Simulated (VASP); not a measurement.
# CdS (Hawleyite) in VASP: further runs, part 2 of 2

VASP 6.6.1.

## (3) Single point, PBEsol, non-collinear spin, zero start, spin-orbit coupling (z stretched by +0.5 %, x and y held)

The input, INCAR:

```
ALGO = Normal
EDIFF = 1E-6
ENCUT = 520
GGA = PS
GGA_COMPAT = F
ISIF = 2
ISMEAR = 0
LASPH = T
LCHARG = T
LORBIT = 11
LORBMOM = T
LREAL = F
LSORBIT = T
LVHAR = T
LWAVE = F
MAGMOM = 0 0 0 0 0 0
NBANDS = 30
NELM = 150
PREC = Accurate
SIGMA = 0.01
```

The input, KPOINTS:

```
k-points
0
Gamma
  6 6 6
```

The input, POSCAR:

```
CdS
1.0
    0.0000000000      2.9122833951      2.9268448120
    2.9122833951      0.0000000000      2.9268448120
    2.9122833951      2.9122833951      0.0000000000
Cd S
1 1
Direct
    0.0000000000      0.0000000000      0.0000000000
    0.7500000000      0.7500000000      0.7500000000
```

Potentials or basis: VASP PAW PBE potentials, release 64 (Cd, S).

On the command line:

```sh
cat potpaw_PBE.64/Cd/POTCAR potpaw_PBE.64/S/POTCAR > POTCAR
mpirun -np 1 vasp_ncl > vasp.out
```

Wall time 59 s (1 thread of Intel Xeon 6975P-C (Granite Rapids), shared host); peak memory 0.34 GiB.

It converged, with:

```yaml
Free_energy: -6.8407 eV
Pressure: 0.0 GPa
Net_moment: 0.00 μB per cell
Valence_electrons_inside_the_program's_atomic_spheres: Cd 10.32; S 3.69
```

Stress tensor (GPa, compression positive):
```
 0.08  0.00  0.00
 0.00  0.08  0.00
 0.00  0.00 -0.02
```

Moments on the atoms (μB; x, y, z):
```
Cd  0.00 0.00 0.00
S   0.00 0.00 0.00
```

Caveat: the cell differs from its parent crystal (z stretched by +0.5 %, x and y held); the PAW data sets were made with another functional, which shifts forces and pressure a little.

## (4) Single point, PBEsol, non-collinear spin, zero start, spin-orbit coupling (equal xy, yz and zx engineering shears of -0.5 %)

The input, INCAR:

```
SYSTEM = CdS
PREC = Accurate ; ENCUT = 520
EDIFF = 1E-6 ; ISMEAR = 0
SIGMA = 0.01 ; LREAL = .False.
LASPH = .True. ; NELM = 150
ALGO = Normal ; ISIF = 2
LWAVE = .False. ; LCHARG = .False.
LNONCOLLINEAR = .True. ; MAGMOM = 0 0 0 0 0 0
LORBIT = 11 ; LSORBIT = .True.
GGA_COMPAT = .False. ; LORBMOM = .True.
GGA = PS ; NBANDS = 30
```

The input, KPOINTS:

```
Automatic mesh
0
Gamma
  6 6 6
  0 0 0
```

The input, POSCAR:

```
CdS
1.0
   -0.0145614170      2.9050026866      2.9050026866
    2.9050026866     -0.0145614170      2.9050026866
    2.9050026866      2.9050026866     -0.0145614170
Cd S
1 1
Direct
    0.0005570659      0.0005570659      0.0005570659
    0.7494429341      0.7494429341      0.7494429341
```

Potentials or basis: VASP PAW PBE potentials, release 64 (Cd, S).

On the command line:

```sh
cat potpaw_PBE.64/Cd/POTCAR potpaw_PBE.64/S/POTCAR > POTCAR
mpirun -np 1 vasp_ncl > vasp.out
```

OUTCAR:

```text
SYSTEM = CdS
   PREC = Accurate
   ENCUT = 520
   EDIFF = 1E-6
   ISMEAR = 0
   LREAL = .False.
   LASPH = .True.
   NELM = 150
   ISIF = 2
   LNONCOLLINEAR = .True.
   LORBIT = 11
   LSORBIT = .True.
   GGA = PS

 ion  position               nearest neighbor table
   1  0.001  0.001  0.001-   2 2.52   2 2.52   2 2.52   2 2.52
   2  0.749  0.749  0.749-   1 2.52   1 2.52   1 2.52   1 2.52

  LATTYP: Found a trigonal (rhomboedric) cell.
 ALAT       =     4.1083200037
 COS(alpha) =     0.4949812503

  Lattice vectors:

 A1 = (  -0.0145614170,   2.9050026866,   2.9050026866)
 A2 = (   2.9050026866,  -0.0145614170,   2.9050026866)
 A3 = (   2.9050026866,   2.9050026866,  -0.0145614170)

Analysis of symmetry for initial positions (statically):
[... 1087 lines left out ...]
     0.0000000     0.0000000     0.0000000     0.0000000     0.0000000     0.0000000     0.0000000
     0.0000000     0.0000000     0.0000000     0.0000000     0.0000000     0.0000000     0.0000000
     0.0000000     0.0000000     0.0000000     0.0000000     0.0000000     0.0000000     0.0000000
     0.0000000     0.0000000     0.0000000     0.0000000     0.0000000     0.0000000     0.0000000
     0.0000000     0.0000000     0.0000000     0.0000000     0.0000000     0.0000000     0.0000000

 total charge

# of ion       s       p       d       tot
------------------------------------------
    1        0.432   0.335   9.560  10.327
    2        1.317   2.377   0.000   3.694
--------------------------------------------------
tot          1.749   2.712   9.560  14.021

 magnetization (x)

# of ion       s       p       d       tot
------------------------------------------
    1        0.000   0.000   0.000   0.000
    2       -0.000   0.000   0.000  -0.000
--------------------------------------------------
tot         -0.000   0.000   0.000   0.000

 magnetization (y)

# of ion       s       p       d       tot
------------------------------------------
    1        0.000   0.000   0.000   0.000
    2        0.000   0.000   0.000   0.000
--------------------------------------------------
tot          0.000   0.000   0.000   0.000

 magnetization (z)

# of ion       s       p       d       tot
------------------------------------------
    1        0.000   0.000   0.000   0.000
    2       -0.000   0.000   0.000  -0.000
--------------------------------------------------
tot         -0.000   0.000   0.000   0.000
```

OSZICAR:

```text
N       E                     dE             d eps       ncg     rms          rms(c)
DAV:   1     0.124691668652E+03    0.12469E+03   -0.86682E+03  3408   0.110E+03
DAV:   2    -0.576094817563E+00   -0.12527E+03   -0.11924E+03  3708   0.289E+02
DAV:   3    -0.727632078426E+01   -0.67002E+01   -0.66516E+01  3994   0.680E+01
DAV:   4    -0.733930327630E+01   -0.62982E-01   -0.62955E-01  3806   0.635E+00
DAV:   5    -0.734022295727E+01   -0.91968E-03   -0.91965E-03  4060   0.752E-01    0.801E+00
DAV:   6    -0.685728588274E+01    0.48294E+00   -0.69220E-01  4528   0.132E+01    0.630E+00
DAV:   7    -0.684328087786E+01    0.14005E-01   -0.25234E-01  3876   0.364E+00    0.311E+00
DAV:   8    -0.684103295880E+01    0.22479E-02   -0.28950E-02  3798   0.227E+00    0.397E-01
DAV:   9    -0.683994670339E+01    0.10863E-02   -0.35769E-03  3834   0.103E+00    0.207E-01
DAV:  10    -0.684005798612E+01   -0.11128E-03   -0.61244E-04  3798   0.190E-01    0.671E-02
DAV:  11    -0.684009080404E+01   -0.32818E-04   -0.21704E-04  3980   0.209E-01    0.417E-02
DAV:  12    -0.684009569707E+01   -0.48930E-05   -0.47088E-05  3720   0.818E-02    0.106E-02
DAV:  13    -0.684009598188E+01   -0.28481E-06   -0.38072E-06  3912   0.143E-02
   1 F= -.68400960E+01 E0= -.68400960E+01  d E =-.481928E-41  mag=    -0.0000     0.0000     0.0000
```

stdout:

```text
POSCAR found type information on POSCAR CdS
 POSCAR found :  2 types and       2 ions
 scaLAPACK will be used
 -----------------------------------------------------------------------------
|                                                                             |
|                                                                             |
|     You enforced a specific xc type in the INCAR file but a different       |
|     I HOPE YOU KNOW WHAT YOU ARE DOING!                                     |
|                                                                             |
 -----------------------------------------------------------------------------

 LDA part: xc-table for (Slater+PW92), standard interpolation
 POSCAR, INCAR and KPOINTS ok, starting setup
 FFT: planning ... GRIDC
 FFT: planning ... GRID_SOFT
 FFT: planning ... GRID
 WAVECAR not read
 entering main loop
```

It took 78 s on 1 thread of Intel Xeon 6975P-C (Granite Rapids), shared host; peak memory 0.37 GiB.

What came out:

```
Free energy                                           : -6.8401 eV
Pressure                                              : 0.4 GPa
Net moment                                            : 0.00 μB per cell
Valence electrons inside the program's atomic spheres : Cd 10.33; S 3.69
```

Moments on the atoms (μB; x, y, z):
```
Cd  0.00 0.00 0.00
S   0.00 0.00 0.00
```

Caveat: the cell differs from its parent crystal (equal xy, yz and zx engineering shears of -0.5 %); the PAW data sets were made with another functional, which shifts forces and pressure a little.

## (5) Single point, PBEsol, non-collinear spin, zero start, spin-orbit coupling (equal xy, yz and zx engineering shears of +0.5 %)

The input, INCAR:

```
PREC = Accurate ; ENCUT = 520
EDIFF = 1E-6 ; ISMEAR = 0
SIGMA = 0.01 ; LREAL = F
LASPH = T ; NELM = 150
ALGO = Normal ; ISIF = 2
LWAVE = F ; LCHARG = T
LNONCOLLINEAR = T ; MAGMOM = 0 0 0 0 0 0
LORBIT = 11 ; LSORBIT = T
GGA_COMPAT = F ; LORBMOM = T
GGA = PS ; LVHAR = T
NBANDS = 30
```

The input, KPOINTS:

```
regular mesh
0
Gamma
  6 6 6
```

The input, POSCAR:

```
CdS
1.0
    0.0145614170      2.9195641036      2.9195641036
    2.9195641036      0.0145614170      2.9195641036
    2.9195641036      2.9195641036      0.0145614170
Cd S
1 1
Direct
   -0.0005555929     -0.0005555929     -0.0005555929
    0.7505555929      0.7505555929      0.7505555929
```

On the command line:

```sh
cat potpaw_PBE.64/Cd/POTCAR potpaw_PBE.64/S/POTCAR > POTCAR
mpirun -np 1 vasp_ncl > vasp.out
```

Wall time 71 s (1 thread of Intel Xeon 6975P-C (Granite Rapids), shared host); peak memory 0.37 GiB.

Results (log left out):

* Free energy: -6.8401 eV
* Pressure: 0.4 GPa
* Net moment: 0.00 μB per cell
* Valence electrons inside the program's atomic spheres: Cd 10.33; S 3.69

Stress tensor (GPa, compression positive):
```
 0.35 -0.13 -0.13
-0.13  0.35 -0.13
-0.13 -0.13  0.35
```

Moments on the atoms (μB; x, y, z):
```
Cd  0.00 0.00 0.00
S   0.00 0.00 0.00
```

Caveat: the cell differs from its parent crystal (equal xy, yz and zx engineering shears of +0.5 %); the PAW data sets were made with another functional, which shifts forces and pressure a little.

## (6) Overview

| cell | pressure (GPa) | moment (μB) |
| --- | --- | --- |
| a = 4.108, b = 4.108, c = 4.119 Å, angles 59.9, 59.9, 60.2°, 2 atoms | 0.7 | 0.00 |
| a = 4.129, b = 4.129, c = 4.119 Å, angles 60.1, 60.1, 59.8°, 2 atoms | 0.0 | 0.00 |
| a = 4.108 Å, angles 60.3°, 2 atoms | 0.4 | 0.00 |
| a = 4.129 Å, angles 59.7°, 2 atoms | 0.4 | 0.00 |

Alike in all rows: task single point; level PBEsol; potentials or basis VASP PAW PBE potentials, release 64 (Cd, S); spin non-collinear, zero start, SOC; k mesh 6 × 6 × 6; cutoff (eV) 520; smearing gaussian 0.01 eV.

Caveats: the PAW data sets were made with another functional, which shifts forces and pressure a little.

Total energies depend on the potentials used, so only differences within one code and one set of settings carry meaning.
